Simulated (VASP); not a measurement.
Wanted: the native input for a VASP 6.6.1 run.

```yaml
Task: single point
Functional: PBEsol
Potentials_or_basis: VASP PAW PBE potentials, release 64 (Ag)
Cutoff: 520 eV
k_mesh: 15 × 15 × 15
Occupations: fermi-dirac, width 0.1 eV
Spin: no spin polarisation
Dipole_correction: no
Further_INCAR_settings: ALGO = Normal; EDIFF = 1e-06; NBANDS = 12
```

The structure of Ag lies in POSCAR:

```
Ag
1.0
   -1.6340619766      1.6340619766      1.6340619766
    1.6340619766     -1.6340619766      1.6340619766
    1.6340619766      1.6340619766     -1.6340619766
Ag
1
Direct
    0.0000000000      0.0000000000      0.0000000000
```

This cell differs from its parent crystal: volume scaled by 1.04.

These files were run (other wordings do the same):

INCAR

```
SYSTEM = Ag
  PREC = Accurate
  ENCUT = 520
  EDIFF = 1E-6
  ISMEAR = -1
  SIGMA = 0.1
  LREAL = .FALSE.
  LASPH = .TRUE.
  NELM = 80
  ALGO = Normal
  ISIF = 2
  LWAVE = .FALSE.
  LCHARG = .FALSE.
  GGA = PS
  NBANDS = 12
```

KPOINTS

```
regular mesh
0
G
  15 15 15
  0 0 0
```

Potentials or basis: VASP PAW PBE potentials, release 64 (Ag).

The run is started by

```sh
$ cat potpaw_PBE.64/Ag/POTCAR > POTCAR
$ mpirun -np 1 vasp_std > vasp.out
```

Results of the run:

| Item | Value |
| --- | --- |
| Pressure | -4.3 GPa |

Caveat: the PAW data sets were made with another functional, which shifts forces and pressure a little.

It took 8.9 s on 1 thread of Intel(R) Xeon(R) 6975P-C (Granite Rapids), with other jobs on the host, peak memory 0.15 GiB.
